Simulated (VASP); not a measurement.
# TlBr (Pm-3m) in VASP: notebook

TlBr is run at these levels: PBEsol, PBE; tasks: single point.

All numbers are computed with VASP 6.6.1; they aren't measurements. Logs are shortened: lines on timing, memory, paths and dates and some standing lists are left out, and cuts for length are marked.

### 1 The cell of the first run

The structure is cubic, space group Pm-3m (No. 221). Conventional cell: a = 3.995 Å, b = 3.995 Å, c = 3.995 Å, α = 90.00°, β = 90.00°, γ = 90.00°. Tl (site symmetry m-3m) has 8 Br at 3.46 Å and 6 Tl at 3.99 Å within 4.5 Å. Within 4.5 Å of Br (site symmetry m-3m) lie 8 Tl at 3.46 Å and 6 Br at 3.99 Å.

### 2 Single point, PBEsol

Input file INCAR:

```
SYSTEM = TlBr
PREC = Accurate
ENCUT = 500
EDIFF = 1E-6
ISMEAR = 0
SIGMA = 0.01
LREAL = .False.
LASPH = .True.
NELM = 120
ALGO = Normal
ISIF = 2
LWAVE = .False.
LCHARG = .False.
GGA = PS
NBANDS = 17
GGA_COMPAT = .False.
```

Input file KPOINTS:

```
regular mesh
0
Gamma
  4 4 4
  0 0 0
```

Input file POSCAR:

```
TlBr
1.0
    3.9949064284      0.0000000000      0.0000000000
    0.0000000000      3.9949064284      0.0000000000
    0.0000000000      0.0000000000      3.9949064284
Tl Br
1 1
Direct
    0.0000000000      0.0000000000      0.0000000000
    0.5000000000      0.5000000000      0.5000000000
```

Potentials or basis: VASP PAW PBE potentials, release 64 (Tl_d, Br).

Run with:

```bash
$ cat potpaw_PBE.64/Tl_d/POTCAR potpaw_PBE.64/Br/POTCAR > POTCAR
$ mpirun -np 1 vasp_std > vasp.out
```

OUTCAR:

```text
SYSTEM = TlBr
   PREC = Accurate
   ENCUT = 500
   EDIFF = 1E-6
   ISMEAR = 0
   LREAL = .False.
   LASPH = .True.
   NELM = 120
   ISIF = 2
   GGA = PS

 ion  position               nearest neighbor table
   1  0.000  0.000  0.000-   2 3.46   2 3.46   2 3.46   2 3.46   2 3.46   2 3.46   2 3.46   2 3.46

   2  0.500  0.500  0.500-   1 3.46   1 3.46   1 3.46   1 3.46   1 3.46   1 3.46   1 3.46   1 3.46

  LATTYP: Found a simple cubic cell.
 ALAT       =     3.9949064284

  Lattice vectors:

 A1 = (   3.9949064284,   0.0000000000,   0.0000000000)
 A2 = (   0.0000000000,   3.9949064284,   0.0000000000)
 A3 = (   0.0000000000,   0.0000000000,   3.9949064284)

Analysis of symmetry for initial positions (statically):
=====================================================================
 Subroutine PRICEL returns:
 Original cell was already a primitive cell.

 Routine SETGRP: Setting up the symmetry group for a
 simple cubic supercell.

 Subroutine GETGRP returns: Found 48 space group operations
 (whereof 48 operations were pure point group operations)
 out of a pool of 48 trial point group operations.

The static configuration has the point symmetry O_h .

Analysis of symmetry for dynamics (positions and initial velocities):
=====================================================================
 Subroutine PRICEL returns:
 Original cell was already a primitive cell.

 Routine SETGRP: Setting up the symmetry group for a
 simple cubic supercell.

 Subroutine GETGRP returns: Found 48 space group operations
 (whereof 48 operations were pure point group operations)
 out of a pool of 48 trial point group operations.

The dynamic configuration has the point symmetry O_h .

 Subroutine INISYM returns: Found 48 space group operations
 (whereof 48 operations are pure point group operations),
 and found     1 'primitive' translations

----------------------------------------------------------------------------------------

                                     Primitive cell

  volume of cell :      63.7558

  direct lattice vectors                    reciprocal lattice vectors
     3.994906428  0.000000000  0.000000000     0.250318754  0.000000000  0.000000000
     0.000000000  3.994906428  0.000000000     0.000000000  0.250318754  0.000000000
     0.000000000  0.000000000  3.994906428     0.000000000  0.000000000  0.250318754

  length of vectors
     3.994906428  3.994906428  3.994906428     0.250318754  0.250318754  0.250318754

  position of ions in fractional coordinates (direct lattice)
     0.000000000  0.000000000  0.000000000
     0.500000000  0.500000000  0.500000000

  ion indices of the primitive-cell ions
   primitive index   ion index
                 1           1
                 2           2

----------------------------------------------------------------------------------------

 KPOINTS: regular mesh

Automatic generation of k-mesh.
 Grid dimensions read from file:
 generate k-points for:    4    4    4

 Generating k-lattice:

  Cartesian coordinates                     Fractional coordinates (reciprocal lattice)
     0.062579689  0.000000000  0.000000000     0.250000000  0.000000000  0.000000000
     0.000000000  0.062579689  0.000000000     0.000000000  0.250000000  0.000000000
     0.000000000  0.000000000  0.062579689     0.000000000  0.000000000  0.250000000

  Length of vectors
     0.062579689  0.062579689  0.062579689

  Shift w.r.t. Gamma in fractional coordinates (k-lattice)
     0.000000000  0.000000000  0.000000000

 Subroutine IBZKPT returns following result:
 ===========================================

 Found     10 irreducible k-points:

 Following reciprocal coordinates:
            Coordinates               Weight
  0.000000  0.000000  0.000000      1.000000
  0.250000  0.000000  0.000000      6.000000
  0.500000  0.000000  0.000000      3.000000
  0.250000  0.250000  0.000000     12.000000
  0.500000  0.250000  0.000000     12.000000
  0.500000  0.500000  0.000000      3.000000
  0.250000  0.250000  0.250000      8.000000
  0.500000  0.250000  0.250000     12.000000
  0.500000  0.500000  0.250000      6.000000
  0.500000  0.500000  0.500000      1.000000
   k-points           NKPTS =     10   k-points in BZ     NKDIM =     10   number of bands    NBANDS=     17
   number of dos      NEDOS =    301   number of ions     NIONS =      2
   total plane-waves  NPLWV =  27000
   dimension x,y,z NGX =    30 NGY =   30 NGZ =   30
   dimension x,y,z NGXF=    60 NGYF=   60 NGZF=   60
   ions per type =               1   1
   NGX,Y,Z   is equivalent  to a cutoff of  12.48, 12.48, 12.48 a.u.
   NGXF,Y,Z  is equivalent  to a cutoff of  24.97, 24.97, 24.97 a.u.
 SYSTEM =  TlBr
   PREC   = accura    normal or accurate (medium, high low for compatibility)
   ISTART =      0    job   : 0-new  1-cont  2-samecut
   ICHARG =      2    charge: 1-file 2-atom 10-const
   ISPIN  =      1    spin polarized calculation?
   LNONCOLLINEAR =      F non collinear calculations
   LSORBIT =      F    spin-orbit coupling
   LASPH  =      T    aspherical Exc in radial PAW
   ENCUT  =  500.0 eV  36.75 Ry    6.06 a.u.   7.28  7.28  7.28*2*pi/ulx,y,z
   NELM   =    120;   NELMIN=  2; NELMDL= -5     # of ELM steps
   EDIFF  = 0.1E-05   stopping-criterion for ELM
   LREAL  =      F    real-space projection
   EDIFFG = 0.1E-04   stopping-criterion for IOM
   NSW    =      0    number of steps for IOM
   IBRION =     -1    ionic relax: 0-MD 1-quasi-New 2-CG
   NFREE  =      0    steps in history (QN), initial steepest desc. (CG)
   ISIF   =      2    stress and relaxation
   ISYM   =      2    0-nonsym 1-usesym 2-fastsym
   POTIM  = 0.5000    time-step for ionic-motion
   TEBEG  =    0.0;   TEEND  =   0.0 temperature during run
   PSTRESS=    0.0 pullay stress
   NELECT =      20.0000    total number of electrons
   NUPDOWN=      -1.0000    fix difference up-down
   EMIN   =  10.00;   EMAX   =-10.00  energy-range for DOS
   EFERMI =   0.00;   METHOD = LEGACY
   ISMEAR =     0;   SIGMA  =   0.01  broadening in eV -4-tet -1-fermi 0-gaus
   EFERMI_NEDOS =   21; number of points for ismear=-14 and -15
   IALGO  =     38    algorithm
   IMIX   =      4    mixing-type and parameters
     AMIX     =   0.40;   BMIX     =  1.00
     AMIX_MAG =   1.60;   BMIX_MAG =  1.00
  volume/ion in A,a.u.               =      31.88       215.12
  Fermi-wavevector in a.u.,A,eV,Ry     =   1.112359  2.102053 16.835061  1.237342
  Thomas-Fermi vector in A             =   2.248932
   LORBIT       =      0    0 simple, 1 ext, 2 COOP (PROOUT), +10 PAW based schemes
   GGA     = PS    functional components
   LHFCALC =     F    Hartree Fock is set to
   AEXX    =    0.0000 exact exchange contribution
   IVDW    =     0    specifies the selected vdW correction
   LEPSILON=     F    determine dielectric tensor
   LRPA    =     F    only Hartree local field effects (RPA)
 non-spin polarized calculation
 Gauss-broadening in eV      SIGMA  =   0.01
  energy-cutoff  :      500.00
  volume of cell :       63.76
 maximum number of plane-waves:      1647
 NGX is ok and might be reduce to    30
   NGX = 15   NGY = 15   NGZ = 15

 number of electron      20.0000006 magnetization

 Free energy of the ion-electron system (eV)
  ---------------------------------------------------
  ext. energy  EPLUGINS =         0.00000000
  ---------------------------------------------------
  free energy    TOTEN  =        -6.00142749 eV

  energy without entropy =       -6.00142749  energy(sigma->0) =       -6.00142749

 E-fermi :   2.2522     XC(G=0):  -9.1269

 val. band max:        2.1350207217   @ k =   0.5000   0.0000   0.0000
 cond. band min:       3.8911791440   @ k =   0.5000   0.0000   0.0000
 fundamental gap:      1.7561584223
 Fermi energy:         2.2522368945

 k-point     1 :       0.0000    0.0000    0.0000
  band No.  band energies     occupation
      1     -11.5429      2.00000
      2      -7.9114      2.00000
      3      -7.9114      2.00000
      4      -7.7378      2.00000
      5      -7.7378      2.00000
      6      -7.7378      2.00000
[... 9 lines left out ...]
     16      13.0352      0.00000
     17      15.5213      0.00000

 k-point     2 :       0.2500    0.0000    0.0000
  band No.  band energies     occupation
      1     -11.4305      2.00000
      2      -7.9062      2.00000
      3      -7.8470      2.00000
      4      -7.7677      2.00000
      5      -7.7677      2.00000
      6      -7.7352      2.00000
[... 9 lines left out ...]
     16      14.0413      0.00000
     17      15.2394      0.00000

 k-point     3 :       0.5000    0.0000    0.0000
  band No.  band energies     occupation
      1     -11.3105      2.00000
      2      -7.9011      2.00000
      3      -7.7971      2.00000
      4      -7.7971      2.00000
      5      -7.7862      2.00000
      6      -7.7325      2.00000
[... 9 lines left out ...]
     16      15.1003      0.00000
     17      15.6282      0.00000

 k-point     4 :       0.2500    0.2500    0.0000
  band No.  band energies     occupation
      1     -11.3444      2.00000
      2      -7.8738      2.00000
      3      -7.8049      2.00000
      4      -7.7725      2.00000
      5      -7.7652      2.00000
      6      -7.7592      2.00000
[... 9 lines left out ...]
     16      12.9160      0.00000
     17      13.4177      0.00000

 k-point     5 :       0.5000    0.2500    0.0000
  band No.  band energies     occupation
      1     -11.2548      2.00000
      2      -7.8615      2.00000
      3      -7.7889      2.00000
      4      -7.7734      2.00000
      5      -7.7567      2.00000
      6      -7.7443      2.00000
[... 9 lines left out ...]
     16      13.4951      0.00000
     17      14.0772      0.00000

 k-point     6 :       0.5000    0.5000    0.0000
  band No.  band energies     occupation
      1     -11.1981      2.00000
      2      -7.8396      2.00000
      3      -7.7807      2.00000
      4      -7.7807      2.00000
      5      -7.7441      2.00000
      6      -7.6860      2.00000
[... 9 lines left out ...]
     16      12.5512      0.00000
     17      12.5512      0.00000

 k-point     7 :       0.2500    0.2500    0.2500
  band No.  band energies     occupation
      1     -11.2656      2.00000
      2      -7.8053      2.00000
      3      -7.8053      2.00000
      4      -7.7918      2.00000
      5      -7.7918      2.00000
      6      -7.7501      2.00000
[... 9 lines left out ...]
     16      13.1346      0.00000
     17      15.5709      0.00000

 k-point     8 :       0.5000    0.2500    0.2500
  band No.  band energies     occupation
      1     -11.1835      2.00000
      2      -7.8331      2.00000
      3      -7.7963      2.00000
      4      -7.7926      2.00000
      5      -7.7627      2.00000
      6      -7.7285      2.00000
[... 9 lines left out ...]
     16      13.0141      0.00000
     17      16.3769      0.00000

 k-point     9 :       0.5000    0.5000    0.2500
  band No.  band energies     occupation
      1     -11.1094      2.00000
      2      -7.8263      2.00000
      3      -7.8263      2.00000
      4      -7.8041      2.00000
      5      -7.7613      2.00000
      6      -7.6846      2.00000
[... 9 lines left out ...]
     16      13.7884      0.00000
     17      16.6180      0.00000

 k-point    10 :       0.5000    0.5000    0.5000
  band No.  band energies     occupation
      1     -11.0150      2.00000
      2      -7.8705      2.00000
      3      -7.8705      2.00000
      4      -7.8705      2.00000
      5      -7.6831      2.00000
      6      -7.6831      2.00000
[... 9 lines left out ...]
     16      14.7331      0.00000
     17      18.1720      0.00000

------------------------ aborting loop because EDIFF is reached ----------------------------------------

  FORCE on cell =-STRESS in cart. coord.  units (eV):
  Direction    XX          YY          ZZ          XY          YZ          ZX
  --------------------------------------------------------------------------------------
  -------------------------------------------------------------------------------------
  Total       -0.5170896     -0.5170896     -0.5170896     -0.0000000     -0.0000000      0.0000000
  in kB      -12.9944087    -12.9944087    -12.9944087     -0.0000000     -0.0000000      0.0000000
  external PRESSURE =     -12.9944087 kB  Pullay stress =       0.0000000 kB

 VOLUME and BASIS-vectors are now :
 -----------------------------------------------------------------------------
  energy-cutoff  :      500.00
  volume of cell :       63.76
      direct lattice vectors                 reciprocal lattice vectors
     3.994906428  0.000000000  0.000000000     0.250318754  0.000000000  0.000000000
     0.000000000  3.994906428  0.000000000     0.000000000  0.250318754  0.000000000
     0.000000000  0.000000000  3.994906428     0.000000000  0.000000000  0.250318754

 POSITION                                       TOTAL-FORCE (eV/Angst)
 -----------------------------------------------------------------------------------
      0.00000      0.00000      0.00000         0.000000      0.000000      0.000000
      1.99745      1.99745      1.99745         0.000000      0.000000      0.000000
 -----------------------------------------------------------------------------------
    total drift:                                0.000000     -0.000000     -0.000000

  FREE ENERGIE OF THE ION-ELECTRON SYSTEM (eV)
  ---------------------------------------------------
  free  energy   TOTEN  =        -6.0014274892 eV

  energy  without entropy=       -6.0014274892  energy(sigma->0) =       -6.00142749
```

Run time: 20 s. Hardware: 1 thread of Intel Xeon 8259CL, shared host; peak memory 0.17 GiB.

Results:

```yaml
Free_energy: -6.0014 eV
Pressure: -1.3 GPa
Band_gap_on_the_k_mesh: 1.76 eV, direct
```

Levels at points of the mesh, in eV from the valence-band top:
```csv
k point,band 6,band 7,band 8,band 9,band 10,band 11,band 12,band 13,band 14,band 15
"(0.00, 0.00, 0.00)",-9.87,-4.69,-1.26,-1.26,-1.26,6.90,6.90,7.13,7.13,7.13
"(0.50, 0.00, 0.00)",-9.87,-5.53,-0.76,-0.76,0.00,1.76,5.69,5.69,7.91,10.23
"(0.50, 0.50, 0.00)",-9.82,-3.78,-2.90,-2.90,-0.67,4.79,4.79,7.29,7.55,10.19
"(0.50, 0.50, 0.50)",-9.82,-2.80,-1.88,-1.88,-1.88,2.07,2.07,2.07,12.60,12.60
```

Caveat: the PAW data sets were made with another functional, which shifts forces and pressure a little; spin-orbit coupling is left out, which moves the levels of the heavy elements. A k mesh can miss the band edges.

(Part 1 of 2 ends here.)
